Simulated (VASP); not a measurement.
# Bi2Te3 (R-3m) in VASP: further runs

The runs below take Bi2Te3 through single point, with LDA, PBEsol.

All numbers are computed with VASP 6.6.1; they aren't measurements. Logs are shortened: lines on timing, memory, paths and dates and some standing lists are left out, and cuts for length are marked.

**Measured values to compare with.**

From “Vacancy and Antisite-Induced Ferromagnetism in Liquid-Phase Exfoliated Bi2Te3”, 2024, arxiv:2412.10539, for a bulk crystal of Bi2Te3: band gap 0.17 eV.

How close the calculation comes is told below.

### Step 1. The cell of the first run

The structure is trigonal, space group R-3m (No. 166). Conventional cell: a = 4.386 Å, b = 4.386 Å, c = 30.497 Å, α = 90.00°, β = 90.00°, γ = 120.00°. Within 4.0 Å of Bi (site symmetry 3m) lie 6 Te at 3.07 to 3.25 Å. Within 4.0 Å of Te (site symmetry 3m) lie 3 Bi at 3.07 Å and 3 Te at 3.64 Å. Within 4.6 Å of Te (site symmetry -3m) lie 6 Bi at 3.25 Å and 12 Te at 4.39 to 4.55 Å.

### Step 2. Single point, LDA (33.87 Å³/atom)

Input file INCAR:

```
PREC = Accurate
ENCUT = 520
EDIFF = 1E-7
ISMEAR = -1
SIGMA = 0.05
LREAL = False
LASPH = True
NELM = 100
ALGO = Normal
ISIF = 2
LWAVE = False
LCHARG = False
NBANDS = 32
```

Input file KPOINTS:

```
Automatic mesh
0
Gamma
  7 7 7
```

Input file POSCAR:

```
Bi2Te3
1.0
    2.1930000000      1.2661291403     10.1656666667
   -2.1930000000      1.2661291403     10.1656666667
    0.0000000000     -2.5322582807     10.1656666667
Bi Te
2 3
Direct
    0.6000000000      0.6000000000      0.6000000000
    0.4000000000      0.4000000000      0.4000000000
    0.7905000000      0.7905000000      0.7905000000
    0.2095000000      0.2095000000      0.2095000000
    0.0000000000      0.0000000000      0.0000000000
```

Potentials or basis: VASP PAW LDA potentials, release 64 (Bi_d, Te).

Started as:

```
> cat potpaw_LDA.64/Bi_d/POTCAR potpaw_LDA.64/Te/POTCAR > POTCAR
> mpirun -np 1 vasp_std > vasp.out
```

OUTCAR:

```text
PREC = Accurate
   ENCUT = 520
   EDIFF = 1E-7
   ISMEAR = -1
   LREAL = False
   LASPH = True
   NELM = 100
   ISIF = 2

 ion  position               nearest neighbor table
   1  0.600  0.600  0.600-   4 3.07   4 3.07   4 3.07   5 3.25   5 3.25   5 3.25
   2  0.400  0.400  0.400-   3 3.07   3 3.07   3 3.07   5 3.25   5 3.25   5 3.25
   3  0.791  0.791  0.791-   2 3.07   2 3.07   2 3.07   4 3.64   4 3.64   4 3.64
   4  0.209  0.209  0.209-   1 3.07   1 3.07   1 3.07   3 3.64   3 3.64   3 3.64
   5  0.000  0.000  0.000-   1 3.25   2 3.25   1 3.25   1 3.25   2 3.25   2 3.25

  LATTYP: Found a trigonal (rhomboedric) cell.
 ALAT       =    10.4763118882
 COS(alpha) =     0.9123624111

  Lattice vectors:

 A1 = (   2.1930000000,   1.2661291403,  10.1656666667)
 A2 = (  -2.1930000000,   1.2661291403,  10.1656666667)
 A3 = (   0.0000000000,  -2.5322582807,  10.1656666667)

Analysis of symmetry for initial positions (statically):
=====================================================================
 Subroutine PRICEL returns:
 Original cell was already a primitive cell.

 Routine SETGRP: Setting up the symmetry group for a
 trigonal (rhombohedral) supercell.

 Subroutine GETGRP returns: Found 12 space group operations
 (whereof 12 operations were pure point group operations)
 out of a pool of 12 trial point group operations.

The static configuration has the point symmetry D_3d.

Analysis of symmetry for dynamics (positions and initial velocities):
=====================================================================
 Subroutine PRICEL returns:
 Original cell was already a primitive cell.

 Routine SETGRP: Setting up the symmetry group for a
 trigonal (rhombohedral) supercell.

 Subroutine GETGRP returns: Found 12 space group operations
 (whereof 12 operations were pure point group operations)
 out of a pool of 12 trial point group operations.

The dynamic configuration has the point symmetry D_3d.

 Subroutine INISYM returns: Found 12 space group operations
 (whereof 12 operations are pure point group operations),
 and found     1 'primitive' translations

----------------------------------------------------------------------------------------

                                     Primitive cell

  volume of cell :     169.3572

  direct lattice vectors                    reciprocal lattice vectors
     2.193000000  1.266129140 10.165666667     0.227998176  0.131634808  0.032790111
    -2.193000000  1.266129140 10.165666667    -0.227998176  0.131634808  0.032790111
[... 87 lines left out ...]
   LSORBIT =      F    spin-orbit coupling
   LASPH  =      T    aspherical Exc in radial PAW
   ENCUT  =  520.0 eV  38.22 Ry    6.18 a.u.  19.48 19.48 19.48*2*pi/ulx,y,z
   NELM   =    100;   NELMIN=  2; NELMDL= -5     # of ELM steps
   EDIFF  = 0.1E-06   stopping-criterion for ELM
   LREAL  =      F    real-space projection
   EDIFFG = 0.1E-05   stopping-criterion for IOM
   NSW    =      0    number of steps for IOM
   IBRION =     -1    ionic relax: 0-MD 1-quasi-New 2-CG
   NFREE  =      0    steps in history (QN), initial steepest desc. (CG)
   ISIF   =      2    stress and relaxation
   ISYM   =      2    0-nonsym 1-usesym 2-fastsym
   POTIM  = 0.5000    time-step for ionic-motion
   TEBEG  =    0.0;   TEEND  =   0.0 temperature during run
   PSTRESS=    0.0 pullay stress
   NELECT =      48.0000    total number of electrons
   NUPDOWN=      -1.0000    fix difference up-down
   EMIN   =  10.00;   EMAX   =-10.00  energy-range for DOS
   EFERMI =   0.00;   METHOD = LEGACY
   ISMEAR =    -1;   SIGMA  =   0.05  broadening in eV -4-tet -1-fermi 0-gaus
   EFERMI_NEDOS =   21; number of points for ismear=-14 and -15
   IALGO  =     38    algorithm
   IMIX   =      4    mixing-type and parameters
     AMIX     =   0.40;   BMIX     =  1.00
     AMIX_MAG =   1.60;   BMIX_MAG =  1.00
  volume/ion in A,a.u.               =      33.87       228.58
  Fermi-wavevector in a.u.,A,eV,Ry     =   1.075360  2.032136 15.733774  1.156400
  Thomas-Fermi vector in A             =   2.211215
   LORBIT       =      0    0 simple, 1 ext, 2 COOP (PROOUT), +10 PAW based schemes
   GGA     = CA    functional components
   LHFCALC =     F    Hartree Fock is set to
   AEXX    =    0.0000 exact exchange contribution
   IVDW    =     0    specifies the selected vdW correction
   LEPSILON=     F    determine dielectric tensor
   LRPA    =     F    only Hartree local field effects (RPA)
 non-spin polarized calculation
  energy-cutoff  :      520.00
  volume of cell :      169.36
 maximum number of plane-waves:      4577
 NGX is ok and might be reduce to    80
   NGX = 39   NGY = 39   NGZ = 39

 number of electron      48.0000004 magnetization

 Free energy of the ion-electron system (eV)
  ---------------------------------------------------
  ext. energy  EPLUGINS =         0.00000000
  ---------------------------------------------------
  free energy    TOTEN  =       -21.57738849 eV

  energy without entropy =      -21.57709218  energy(sigma->0) =      -21.57724034

 E-fermi :   6.1291     XC(G=0):  -9.5807

 val. band max:        6.0281684444   @ k =   0.0000   0.0000   0.0000
 cond. band min:       6.2245149133   @ k =   0.0000   0.0000   0.0000
 fundamental gap:      0.1963464689
 Fermi energy:         6.1290954116

 k-point     1 :       0.0000    0.0000    0.0000
  band No.  band energies     occupation
      1     -17.1097      2.00000
      2     -17.1097      2.00000
      3     -17.1082      2.00000
      4     -17.1082      2.00000
      5     -17.0974      2.00000
      6     -17.0960      2.00000
[... 829 lines left out ...]
     31      10.4161      0.00000
     32      10.4678      0.00000

 [... further k-points ...]
[... 5 lines left out ...]
  --------------------------------------------------------------------------------------
  -------------------------------------------------------------------------------------
  Total       -1.5893430     -1.5893430     -2.0739259      0.0000000      0.0000000      0.0000000
  in kB      -15.0357286    -15.0357286    -19.6200481      0.0000000      0.0000000      0.0000000
  external PRESSURE =     -16.5638351 kB  Pullay stress =       0.0000000 kB

 VOLUME and BASIS-vectors are now :
 -----------------------------------------------------------------------------
  energy-cutoff  :      520.00
  volume of cell :      169.36
      direct lattice vectors                 reciprocal lattice vectors
     2.193000000  1.266129140 10.165666667     0.227998176  0.131634808  0.032790111
    -2.193000000  1.266129140 10.165666667    -0.227998176  0.131634808  0.032790111
     0.000000000 -2.532258281 10.165666667     0.000000000 -0.263269617  0.032790111

 POSITION                                       TOTAL-FORCE (eV/Angst)
 -----------------------------------------------------------------------------------
      0.00000     -0.00000     18.29820         0.000000      0.000000     -0.058856
      0.00000     -0.00000     12.19880         0.000000     -0.000000      0.058856
      0.00000     -0.00000     24.10788         0.000000      0.000000     -0.154568
      0.00000     -0.00000      6.38912         0.000000     -0.000000      0.154568
      0.00000      0.00000      0.00000         0.000000      0.000000     -0.000000
 -----------------------------------------------------------------------------------
    total drift:                               -0.000000     -0.000000     -0.000000

  FREE ENERGIE OF THE ION-ELECTRON SYSTEM (eV)
  ---------------------------------------------------
  free  energy   TOTEN  =       -21.5773884932 eV

  energy  without entropy=      -21.5770921792  energy(sigma->0) =      -21.57724034
```

stdout:

```text
POSCAR found type information on POSCAR BiTe
 POSCAR found :  2 types and       5 ions
 scaLAPACK will be used
 LDA part: xc-table for (Slater(with rela. corr.)+CA(PZ))
 , standard interpolation
 POSCAR, INCAR and KPOINTS ok, starting setup
 FFT: planning ... GRIDC
 FFT: planning ... GRID_SOFT
 FFT: planning ... GRID
 WAVECAR not read
 entering main loop
```

Run time: 13 min. Hardware: 1 thread of AMD EPYC 9R45 (Zen 5), shared host; peak memory 0.73 GiB.

What came out:

| Property | Result |
| --- | --- |
| Free energy | -21.5774 eV |
| Pressure | -1.7 GPa |
| Largest force | 0.155 eV/Å |
| Band gap on the k mesh | 0.20 eV |

Forces on the atoms (eV/Å):
```
Bi   0.000  0.000 -0.059
Bi   0.000  0.000  0.059
Te   0.000  0.000 -0.155
Te   0.000  0.000  0.155
Te   0.000  0.000  0.000
```

Caveat: spin-orbit coupling is left out, which moves the levels of the heavy elements. A k mesh can miss the band edges.

### Step 3. Single point, LDA (34.55 Å³/atom)

This run uses another cell than the first one, of 34.55 Å³/atom.

Input file INCAR:

```
SYSTEM = Bi2Te3
  ALGO = Normal
  EDIFF = 1E-6
  ENCUT = 520
  GGA = CA
  ISIF = 2
  ISMEAR = -1
  LASPH = .True.
  LCHARG = .False.
  LREAL = .False.
  LWAVE = .False.
  NBANDS = 32
  NELM = 60
  PREC = Accurate
  SIGMA = 0.05
```

Input file KPOINTS:

```
k-points
0
Gamma
  7 7 7
  0 0 0
```

Changes to POSCAR since step 2:

```diff
@@ -2,5 +2,5 @@
 1.0
-    2.1930000000      1.2661291403     10.1656666667
-   -2.1930000000      1.2661291403     10.1656666667
-    0.0000000000     -2.5322582807     10.1656666667
+    2.2075236021      1.2745143459     10.2329909245
+   -2.2075236021      1.2745143459     10.2329909245
+    0.0000000000     -2.5490286918     10.2329909245
 Bi Te
```

Potentials or basis: VASP PAW LDA potentials, release 64 (Bi_d, Te).

Started as:

```
> cat potpaw_LDA.64/Bi_d/POTCAR potpaw_LDA.64/Te/POTCAR > POTCAR
> mpirun -np 1 vasp_std > vasp.out
```

Run time: 11 min. Hardware: 1 thread of AMD EPYC 9R45 (Zen 5), shared host; peak memory 0.67 GiB.

It converged, with:

```
Free energy            : -21.5330 eV
Pressure               : -2.6 GPa
Largest force          : 0.270 eV/Å
Band gap on the k mesh : 0.21 eV
```

Forces in eV/Å, atoms in the order of the input:
```
Bi   0.000  0.000 -0.107
Bi   0.000  0.000  0.107
Te   0.000  0.000 -0.270
Te   0.000  0.000  0.270
Te   0.000  0.000  0.000
```

Stress tensor (GPa, compression positive):
```
-2.42  0.00  0.00
 0.00 -2.42  0.00
 0.00  0.00 -2.93
```

Levels at points of the mesh, in eV from the valence-band top:
```csv
k point,band 22,band 23,band 24,band 25,band 26,band 27
"(0.00, 0.00, 0.00)",-0.80,-0.80,0.00,0.21,0.64,0.64
```

Caveat: spin-orbit coupling is left out, which moves the levels of the heavy elements. A k mesh can miss the band edges.

### Step 4. Single point, LDA (35.23 Å³/atom)

This run uses another cell than the first one, of 35.23 Å³/atom.

Input file INCAR:

```
SYSTEM = Bi2Te3
PREC     = Accurate       ! precision mode
ENCUT    = 520            ! plane-wave cutoff, eV
EDIFF    = 1E-6           ! SCF threshold, eV
ISMEAR   = -1             ! smearing method
SIGMA    = 0.05           ! smearing width, eV
LREAL    = .False.        ! projectors in reciprocal space
LASPH    = .True.         ! aspherical terms in the spheres
NELM     = 80             ! most SCF steps
ALGO     = Normal         ! electronic algorithm
ISIF     = 2              ! what is computed and relaxed
LWAVE    = .False.        ! write WAVECAR
LCHARG   = .True.         ! write CHGCAR
LELF     = .True.         ! ELF
LVHAR    = .True.       
NBANDS   = 32             ! bands
```

Input file KPOINTS:

```
regular mesh
0
Gamma
  7 7 7
  0 0 0
```

Changes to POSCAR since step 3:

```diff
@@ -2,5 +2,5 @@
 1.0
-    2.2075236021      1.2745143459     10.2329909245
-   -2.2075236021      1.2745143459     10.2329909245
-    0.0000000000     -2.5490286918     10.2329909245
+    2.2218585726      1.2827906449     10.2994407795
+   -2.2218585726      1.2827906449     10.2994407795
+    0.0000000000     -2.5655812900     10.2994407795
 Bi Te
```

Potentials or basis: VASP PAW LDA potentials, release 64 (Bi_d, Te).

Started as:

```
> cat potpaw_LDA.64/Bi_d/POTCAR potpaw_LDA.64/Te/POTCAR > POTCAR
> mpirun -np 1 vasp_std > vasp.out
```

OUTCAR:

```text
SYSTEM = Bi2Te3
   PREC = Accurate
   ENCUT = 520
   EDIFF = 1E-6
   ISMEAR = -1
   LREAL = .False.
   LASPH = .True.
   NELM = 80
   ISIF = 2

 ion  position               nearest neighbor table
   1  0.600  0.600  0.600-   4 3.11   4 3.11   4 3.11   5 3.29   5 3.29   5 3.29
   2  0.400  0.400  0.400-   3 3.11   3 3.11   3 3.11   5 3.29   5 3.29   5 3.29
   3  0.791  0.791  0.791-   2 3.11   2 3.11   2 3.11
   4  0.209  0.209  0.209-   1 3.11   1 3.11   1 3.11
   5  0.000  0.000  0.000-   1 3.29   2 3.29   1 3.29   1 3.29   2 3.29   2 3.29

  LATTYP: Found a trigonal (rhomboedric) cell.
 ALAT       =    10.6141739069
 COS(alpha) =     0.9123624111

  Lattice vectors:

 A1 = (   2.2218585726,   1.2827906449,  10.2994407795)
 A2 = (  -2.2218585726,   1.2827906449,  10.2994407795)
 A3 = (   0.0000000000,  -2.5655812900,  10.2994407795)

Analysis of symmetry for initial positions (statically):
=====================================================================
 Subroutine PRICEL returns:
 Original cell was already a primitive cell.

 Routine SETGRP: Setting up the symmetry group for a
[... 168 lines left out ...]
  ---------------------------------------------------
  free energy    TOTEN  =       -21.47010777 eV

  energy without entropy =      -21.46983412  energy(sigma->0) =      -21.46997095

 E-fermi :   5.6172     XC(G=0):  -9.4124

 val. band max:        5.5044012930   @ k =   0.0000   0.0000   0.0000
 cond. band min:       5.7217109377   @ k =   0.0000   0.0000   0.0000
 fundamental gap:      0.2173096447
 Fermi energy:         5.6171780677

 k-point     1 :       0.0000    0.0000    0.0000
  band No.  band energies     occupation
      1     -17.5600      2.00000
      2     -17.5600      2.00000
      3     -17.5588      2.00000
      4     -17.5588      2.00000
      5     -17.5509      2.00000
      6     -17.5498      2.00000
[... 829 lines left out ...]
     31      10.0265      0.00000
     32      10.0671      0.00000

 [... further k-points ...]
[... 5 lines left out ...]
  --------------------------------------------------------------------------------------
  -------------------------------------------------------------------------------------
  Total       -3.5494995     -3.5494995     -4.1689036      0.0000000      0.0000000      0.0000000
  in kB      -32.2879603    -32.2879603    -37.9223592      0.0000000      0.0000000      0.0000000
  external PRESSURE =     -34.1660932 kB  Pullay stress =       0.0000000 kB

 VOLUME and BASIS-vectors are now :
 -----------------------------------------------------------------------------
  energy-cutoff  :      520.00
  volume of cell :      176.13
      direct lattice vectors                 reciprocal lattice vectors
     2.221858573  1.282790645 10.299440779     0.225036826  0.129925072  0.032364217
    -2.221858573  1.282790645 10.299440779    -0.225036826  0.129925072  0.032364217
     0.000000000 -2.565581290 10.299440779     0.000000000 -0.259850144  0.032364217

 POSITION                                       TOTAL-FORCE (eV/Angst)
 -----------------------------------------------------------------------------------
      0.00000     -0.00000     18.53899         0.000000      0.000000     -0.150787
      0.00000     -0.00000     12.35933         0.000000     -0.000000      0.150787
      0.00000     -0.00000     24.42512         0.000000      0.000000     -0.378124
      0.00000     -0.00000      6.47320         0.000000     -0.000000      0.378124
      0.00000      0.00000      0.00000         0.000000      0.000000     -0.000000
 -----------------------------------------------------------------------------------
    total drift:                               -0.000000     -0.000000     -0.000000

  FREE ENERGIE OF THE ION-ELECTRON SYSTEM (eV)
  ---------------------------------------------------
  free  energy   TOTEN  =       -21.4701077683 eV

  energy  without entropy=      -21.4698341246  energy(sigma->0) =      -21.46997095
```

stdout:

```text
POSCAR found type information on POSCAR BiTe
 POSCAR found :  2 types and       5 ions
 scaLAPACK will be used
 LDA part: xc-table for (Slater(with rela. corr.)+CA(PZ))
 , standard interpolation
 POSCAR, INCAR and KPOINTS ok, starting setup
 FFT: planning ... GRIDC
 FFT: planning ... GRID_SOFT
 FFT: planning ... GRID
 WAVECAR not read
 entering main loop
```

Run time: 12 min. Hardware: 1 thread of AMD EPYC 9R45 (Zen 5), shared host; peak memory 0.67 GiB.

Results:

```yaml
Free_energy: -21.4701 eV
Pressure: -3.4 GPa
Largest_force: 0.378 eV/Å
Band_gap_on_the_k_mesh: 0.22 eV
```

Forces in eV/Å, atoms in the order of the input:
```
Bi   0.000  0.000 -0.151
Bi   0.000  0.000  0.151
Te   0.000  0.000 -0.378
Te   0.000  0.000  0.378
Te   0.000  0.000  0.000
```

Levels at points of the mesh, in eV from the valence-band top:
```
           k point  band 20  band 21  band 22  band 23  band 24  band 25  band 26  band 27  band 28  band 29
(0.00, 0.00, 0.00)    -1.58    -1.58    -0.75    -0.75     0.00     0.22     0.68     0.68     1.93     2.05
```

Caveat: the cell stands under tension; spin-orbit coupling is left out, which moves the levels of the heavy elements.

[end of part 1 of 2]
